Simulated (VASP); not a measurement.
Crystal: Rh.

```
CELL_PARAMETERS angstrom
-2.36469 2.36469 1.29112
2.36469 -2.36469 1.29112
2.36469 2.36469 -1.29112
ATOMIC_POSITIONS crystal
Rh 0.00000 0.00000 0.00000
Rh 0.75000 0.25000 0.50000
```

| Property | Result |
| --- | --- |
| Program | VASP 6.6.1 |
| Task | relaxation of cell and atoms |
| Functional | BLYP |
| Potentials or basis | VASP PAW PBE potentials, release 64 (Rh_pv) |
| Cutoff | 600 eV |
| k mesh | 14 × 14 × 9 |
| Occupations | fermi-dirac, width 0.1 eV |
| Spin | no spin polarisation |

At the start: pressure 32.3 GPa; volume 14.44 Å³/atom.

**Question.** Where does the relaxation end?

**Answer.** Over 9 steps the energy falls by 194.3 meV/atom and the volume is 16.55 Å³/atom (+14.6 %); space group I4_1/amd (No. 141, to 0.1 Å) before and after.

Step by step:
```tsv
step	energy change (eV)	largest force (eV/Å)	pressure (GPa)	volume (Å³)
1	0.0000	0.0010	32.33	28.88
2	0.4913	0.0001	-21.98	42.83
3	-0.3762	0.0002	-2.26	33.49
4	-0.3784	0.0002	-0.80	33.19
5	-0.3785	0.0002	-0.35	33.10
6	-0.3884	0.0000	0.24	33.03
7	-0.3886	0.0001	0.35	33.02
8	-0.3886	0.0001	-0.40	33.17
9	-0.3887	0.0000	-0.02	33.10
```

Final structure:
```
Rh
1.0
    -2.44054    2.44062    1.38887
     2.44062   -2.44054    1.38887
     2.44100    2.44100   -1.38874
Rh
2
Direct
  0.00000 0.00000 0.00000
  0.75000 0.25000 0.50000
```

Caveat: the PAW data sets were made with another functional, which shifts forces and pressure a little.
